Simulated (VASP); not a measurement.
**CdAg2 (Ag (111), 3 layers): single point with PBE**

Slab: CdAg2 (Ag (111), 3 layers), a slab with vacuum.

```
CELL_PARAMETERS angstrom
2.93228 0.00000 0.00000
-1.46614 2.53943 0.00000
0.00000 0.00000 20.78840
ATOMIC_POSITIONS crystal
Ag 0.16667 0.33333 0.38565
Ag 0.83333 0.66667 0.61435
Cd 0.50000 0.00000 0.50000
```

```yaml
Program: VASP 6.6.1
Task: single point
Functional: PBE
Potentials_or_basis: VASP PAW PBE potentials, release 64 (Ag, Cd)
Cutoff: 520 eV
k_mesh: 14 × 14 × 1
Occupations: fermi-dirac, width 0.05 eV
Spin: no spin polarisation
Dipole_correction: yes
Further_INCAR_settings: ALGO = Normal; EDIFF = 1e-07; NBANDS = 24
```

The largest force is 0.382 eV/Å. The band gap on the k mesh is zero (band 17 reaches 1.43 eV, above the bottom of band 18 at -2.55 eV).

Forces on the atoms (eV/Å):
```
Ag   0.000  0.000 -0.382
Ag   0.000  0.000  0.382
Cd   0.000  0.000  0.000
```

Levels at points of the mesh, in eV from the Fermi level:
| k point | band 13 | band 14 | band 15 | band 16 | band 17 | band 18 | band 19 | band 20 | band 21 | band 22 |
| --- | --- | --- | --- | --- | --- | --- | --- | --- | --- | --- |
| (0.00, 0.00, 0.00) | -4.64 | -3.78 | -3.78 | -3.73 | -3.73 | -2.07 | -0.23 | 3.64 | 4.36 | 4.72 |
| (0.50, 0.00, 0.00) | -3.91 | -3.12 | -3.12 | -1.22 | -0.56 | 0.71 | 2.72 | 4.27 | 4.44 | 6.96 |

It took 59 s on 1 thread of Intel(R) Xeon(R) 6975P-C (Granite Rapids), with other jobs on the host, peak memory 0.32 GiB.
